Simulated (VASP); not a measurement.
## Au: electric field gradients with LDA

Crystal: Au.

```
Au
1.0
     2.84200    0.00000    0.00000
    -1.42100    2.46124    0.00000
     0.00000    0.00000    4.88000
Au
2
Direct
  0.33333 0.66667 0.75000
  0.66667 0.33333 0.25000
```

This cell differs from its parent crystal: equal xx and yy strain of -2 %.

```
Program                : VASP 6.6.1
Task                   : electric field gradients
Functional             : LDA
Potentials or basis    : VASP PAW LDA potentials, release 64 (Au_sv_GW)
Cutoff                 : 400 eV
k mesh                 : 14 × 14 × 8
Occupations            : fermi-dirac, width 0.03 eV
Spin                   : no spin polarisation
Dipole correction      : no
Further INCAR settings : ALGO = Normal; EDIFF = 1e-08; NBANDS = 26
```

The pressure is -8.2 GPa and the band gap on the k mesh is zero (bands 19 and 20 overlap by 6.63 eV). The largest electric field gradient by atom is Au +21.8 V/Å².

Stress tensor (GPa, compression positive):
```
-7.84  0.00  0.00
 0.00 -7.84  0.00
 0.00  0.00 -8.91
```

Levels at points of the mesh, in eV from the Fermi level:
```tsv
k point	band 17	band 18	band 19	band 20	band 21	band 22
(0.00, 0.00, 0.00)	-3.48	-2.22	-2.22	-1.33	2.37	14.69
(0.50, 0.00, 0.00)	-1.83	-1.67	0.40	1.66	5.58	7.14
(0.00, 0.00, 0.50)	-2.67	-2.67	-2.67	-2.67	10.12	10.12
(0.50, 0.00, 0.50)	-1.73	-1.73	0.44	0.44	4.01	4.01
```

Electric field gradients, principal values (V/Å²):
```csv
atom,least,middle,greatest (by size)
1 Au,-10.898,-10.907,21.805
2 Au,-10.898,-10.907,21.805
```

Wall time 40 s on 1 thread of Intel(R) Xeon(R) Platinum 8559C (Emerald Rapids) (shared host), peak memory 0.17 GiB.

Caveat: the cell differs from its parent crystal (equal xx and yy strain of -2 %); the cell stands under tension; without QUAD_EFG the Cq values of the log hold for a quadrupole moment of 1 mb, not for the nuclei; spin-orbit coupling is left out, which moves the levels of the heavy elements.
